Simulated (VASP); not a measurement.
HgSb3, 4 atoms in the cell. The typed cell holds 4 atoms: a = 5.344 Å, b = 5.344 Å, c = 5.344 Å, α = 120.00°, β = 120.00°, γ = 90.00°. 

| Property | Result |
| --- | --- |
| Program | VASP 6.6.1 |
| Task | single point |
| Functional | PBE |
| Potentials or basis | VASP PAW PBE potentials, release 64 (Hg, Sb) |
| Cutoff | 520 eV |
| k mesh | 14 × 14 × 14 |
| Occupations | gaussian, width 0.1 eV |
| Spin | no spin polarisation |
| Dipole correction | no |
| Further INCAR settings | ALGO = Normal; EDIFF = 1e-06; NBANDS = 22 |

Potentials or basis: VASP PAW PBE potentials, release 64 (Hg, Sb).

Run with:

```console
$ cat potpaw_PBE.64/Hg/POTCAR potpaw_PBE.64/Sb/POTCAR > POTCAR
$ mpirun -np 1 vasp_std > vasp.out
```

Hardware: 1 thread of Intel(R) Xeon(R) 6975P-C (Granite Rapids), on a shared host.

How long does it take, and how much memory?

Wall time 3.5 min on 1 thread of Intel(R) Xeon(R) 6975P-C (Granite Rapids), with other jobs on the host, peak memory 0.65 GiB. Counts: scf iterations 12, k points 244.
